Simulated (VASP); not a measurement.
Wanted: the native input for a VASP 6.6.1 run.

| Property | Result |
| --- | --- |
| Task | single point |
| Functional | PBE |
| Potentials or basis | VASP PAW PBE potentials, release 64 (Mg, O, H) |
| Cutoff | 520 eV |
| k mesh | 2 × 2 × 2 |
| Occupations | gaussian, width 0.05 eV |
| Spin | collinear spin |
| Starting moments | [0.0, 0.0, 0.0, 0.0, 0.0, 0.0, 0.0, 0.0, 0.0, 0.0, 0.0, 0.0, 0.0, 0.0, 0.0, 0.0, 1.0] μB |
| Dipole correction | no |
| Further INCAR settings | LREAL = Auto; ALGO = Normal; EDIFF = 1e-06; NBANDS = 50 |

The structure of Mg8HO8 (a cell with a defect) lies in POSCAR:

```
Mg8HO8
1.0
    0.0000000000      4.1180000000      4.1180000000
    4.1180000000      0.0000000000      4.1180000000
    4.1180000000      4.1180000000      0.0000000000
Mg O H
8 8 1
Direct
   -0.0003713607      0.0002398352      0.0008619920
   -0.0011901721      0.0040255457      0.4993905157
   -0.0011993676      0.4987526396      0.0046795866
   -0.0011755083      0.4987763337      0.4994064232
    0.5002820217      0.0002346984      0.0008541225
    0.5002915550      0.0002439130      0.5001932124
    0.5002870496      0.4995819797      0.0008615609
    0.5040754155      0.4987611403      0.4993898295
    0.2497266866      0.2502085560      0.2508301466
    0.2554962706      0.2339503311      0.7560714210
    0.2554953856      0.7554477509      0.2345811096
    0.2555086521      0.7554616737      0.7560782034
    0.7502545813      0.2502069498      0.2508303795
    0.7502542557      0.2502068655      0.7503039617
    0.7502561163      0.7496790543      0.2508303093
    0.7339988107      0.7554485578      0.7560713566
    1.1251397680      0.6250879452      0.6257645394
```

The input as run:

INCAR

```
PREC = Accurate
ENCUT = 520
EDIFF = 1E-6
ISMEAR = 0
SIGMA = 0.05
LREAL = Auto
LASPH = True
NELM = 150
ALGO = Normal
ISIF = 2
LWAVE = False
LCHARG = True
ISPIN = 2
MAGMOM = 0 0 0 0 0 0 0 0 0 0 0 0 0 0 0 0 1
LORBIT = 11
GGA = PE
LELF = True
LVHAR = True
NBANDS = 50
```

KPOINTS

```
Automatic mesh
0
Gamma
  2 2 2
```

Potentials or basis: VASP PAW PBE potentials, release 64 (Mg, O, H).

Command:

```bash
$ cat potpaw_PBE.64/Mg/POTCAR potpaw_PBE.64/O/POTCAR potpaw_PBE.64/H/POTCAR > POTCAR
$ mpirun -np 1 vasp_std > vasp.out
```

Results of the run:

```
Pressure                                              : 24.3 GPa
Largest force                                         : 0.028 eV/Å
Net moment                                            : 0.75 μB per cell
Site moments                                          : Mg +0.00; O -0.00, +0.08 (each value once); H +0.22 μB
Valence electrons inside the program's atomic spheres : Mg 0.47, 0.46 (each value once); O 5.15, 5.14 (each value once); H 0.59
```

Caveat: the k points lie up to 0.66 Å⁻¹ apart; a moment this small can come from the mesh or the smearing.

Run time: 5.3 min on 1 thread of Intel(R) Xeon(R) Platinum 8259CL CPU @ 2.50GHz (Skylake/Cascade Lake), on a shared host, peak memory 0.41 GiB.
